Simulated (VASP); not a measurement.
CdSe: relaxation of cell and atoms with PBE exchange alone

CdSe:

```
Cd Se
1.0
     0.00000    3.07027    3.07027
     3.07027    0.00000    3.07027
     3.07027    3.07027    0.00000
Cd Se
1 1
Direct
  0.00000 0.00000 0.00000
  0.25000 0.25000 0.25000
```

| Item | Value |
| --- | --- |
| Program | VASP 6.6.1 |
| Task | relaxation of cell and atoms |
| Functional | PBE exchange alone |
| Potentials or basis | VASP PAW PBE potentials, release 64 (Cd, Se) |
| Cutoff | 600 eV |
| k mesh | 8 × 8 × 8 |
| Occupations | fermi-dirac, width 0.05 eV |
| Spin | no spin polarisation |
| Dipole correction | no |
| Further INCAR settings | ALGO = Normal; EDIFF = 1e-06; IBRION = 2; EDIFFG = -0.01; NSW = 60; ISIF = 3 |

```
Relaxed volume                        : 35.49 Å³/atom
Relaxed cell                          : a = 4.647 Å, b = 4.647 Å, c = 4.647 Å, α = 60.00°, β = 60.00°, γ = 60.00°
Space group after relaxing (to 0.1 Å) : F-43m (No. 216)
Energy gained by relaxing             : 151.3 meV/atom
Ionic steps                           : 5
Pressure after relaxing               : 0.0 GPa
Band gap on the k mesh                : 0.05 eV
```

The path:
| step | energy change (eV) | largest force (eV/Å) | pressure (GPa) | volume (Å³) |
| --- | --- | --- | --- | --- |
| 1 | 0.0000 | 0.0000 | 9.05 | 57.88 |
| 2 | -0.2990 | 0.0000 | -0.60 | 72.68 |
| 3 | -0.3025 | 0.0000 | 0.05 | 70.81 |
| 4 | -0.3025 | 0.0000 | -0.05 | 71.09 |
| 5 | -0.3026 | 0.0000 | -0.01 | 70.97 |

Final structure:
```yaml
crystal:
  lattice:
    - [0.00000, 3.28615, 3.28615]
    - [3.28615, 0.00000, 3.28615]
    - [3.28615, 3.28615, 0.00000]
  atoms:
    - { symbol: Cd, position: [0.00000, 0.00000, 0.00000] }
    - { symbol: Se, position: [0.25000, 0.25000, 0.25000] }
```

Levels at points of the mesh, in eV from the valence-band top:
```tsv
k point	band 5	band 6	band 7	band 8	band 9	band 10	band 11	band 12	band 13
(0.00, 0.00, 0.00)	-7.15	-7.15	0.00	0.00	0.00	0.05	5.79	5.79	5.79
(0.50, 0.00, 0.00)	-7.14	-7.00	-3.26	-0.48	-0.48	1.97	6.24	6.24	6.60
(0.50, 0.50, 0.00)	-7.12	-6.96	-3.17	-1.20	-1.20	3.27	3.45	8.17	8.79
```

It took 2.2 min on 1 thread of Intel Xeon 8259CL, with other jobs on the host, peak memory 0.23 GiB.

Caveat: the volume moved by over 15 % at a fixed basis, so the end points are rough; the smearing spreads over this small gap; semilocal functionals underestimate gaps, and a narrow one can read as zero.
